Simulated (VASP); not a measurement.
Input of a VASP 6.6.1 run:

The input INCAR:

```
PREC = Accurate
ENCUT = 520
EDIFF = 1E-6
ISMEAR = 0
SIGMA = 0.01
LREAL = False
LASPH = True
NELM = 80
ALGO = Normal
ISIF = 2
LWAVE = False
LCHARG = False
GGA = PE
NBANDS = 23
```

KPOINTS

```
Automatic mesh
0
Gamma
  8 8 8
```

The input POSCAR:

```
KNaF2
1.0
    1.7391397359      1.0040927948      5.8155052420
   -1.7391397359      1.0040927948      5.8155052420
    0.0000000000     -2.0081855893      5.8155052421
Na K F
1 1 2
Direct
    1.0000000000      0.0000000000      0.0000000000
    0.5000000000      0.5000000000      0.5000000000
    0.2610994597      0.2610994597      0.2610994597
    0.7389005403      0.7389005403      0.7389005403
```

Potentials or basis: VASP PAW PBE potentials, release 64 (Na_pv, K_sv, F).

Run with:

```console
$ cat potpaw_PBE.64/Na_pv/POTCAR potpaw_PBE.64/K_sv/POTCAR potpaw_PBE.64/F/POTCAR > POTCAR
$ mpirun -np 1 vasp_std > vasp.out
```

(1) What does it give for the pressure?

(2) What does it give for the band gap on the k mesh?

Results:

(1) 2.6 GPa.

(2) 6.24 eV, direct.
